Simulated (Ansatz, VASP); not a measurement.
## Br: VASP beside Ansatz

```
Br
1.0
    -1.42165    1.42165    3.04155
     1.42165   -1.42165    3.04155
     1.42165    1.42165   -3.04155
Br
1
Direct
  0.00000 0.00000 0.00000
```

Alike in both runs: task single point; functional PBE; dispersion D3(BJ); k mesh 22 × 22 × 22; occupations gaussian, width 0.15 eV; no spin polarisation.

|  | VASP | Ansatz |
| --- | --- | --- |
| version | VASP 6.6.1 | Ansatz 0.2.0 |
| potentials or method | VASP PAW PBE potentials, release 64 (Br), cutoff 520 eV | scalar-relativistic, plane waves, PAW |
| valence electrons in the cell | 7 | 7 |

```csv
,VASP,Ansatz,Ansatz less VASP
gap on the k mesh at the Fermi level (eV),none,none,-
pressure (GPa),2.2,2.2,0.00
"traceless stress, the component that is largest in VASP (GPa)",3.99,4.00,+0.005
```

A gap of «none» marks a metal or a gap that the smearing closes.
